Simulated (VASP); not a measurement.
Set up this calculation in VASP 6.6.1, as the native input.

```
Task                   : single point
Functional             : PBE
Potentials or basis    : VASP PAW PBE potentials, release 64 (Ba_sv)
Cutoff                 : 520 eV
k mesh                 : 6 × 6 × 1
Occupations            : fermi-dirac, width 0.1 eV
Spin                   : no spin polarisation
Dipole correction      : yes
Further INCAR settings : ALGO = Normal; EDIFF = 1e-07; NBANDS = 28
```

The structure of Ba lies in POSCAR:

```
Ba
1.0
    7.1064158584      0.0000000000      0.0000000000
   -3.5532079292      6.1543366632      0.0000000000
    0.0000000000      0.0000000000     24.3518000000
Ba
4
Direct
    0.0000000000      0.0000000000      0.4106478127
    0.3333333340      0.6666666660      0.4702159373
    0.6666666670      0.3333333330      0.5297840623
    0.0000000000      0.0000000000      0.5893521873
```

These files were run (other wordings do the same):

INCAR

```
ALGO = Normal
DIPOL = 0.5 0.5 0.500
EDIFF = 1E-7
ENCUT = 520
GGA = PE
IDIPOL = 3
ISIF = 2
ISMEAR = -1
LASPH = True
LCHARG = False
LDIPOL = True
LREAL = False
LWAVE = False
NBANDS = 28
NELM = 80
PREC = Accurate
SIGMA = 0.1
```

KPOINTS

```
k-points
0
Gamma
  6 6 1
```

Potentials or basis: VASP PAW PBE potentials, release 64 (Ba_sv).

Command:

```bash
$ cat potpaw_PBE.64/Ba_sv/POTCAR > POTCAR
$ mpirun -np 1 vasp_std > vasp.out
```

Results of the run:

```
Largest force : 0.386 eV/Å
```

It took 13 min on 1 thread of Intel(R) Xeon(R) Platinum 8259CL CPU @ 2.50GHz (Skylake/Cascade Lake) (shared host), peak memory 0.96 GiB.
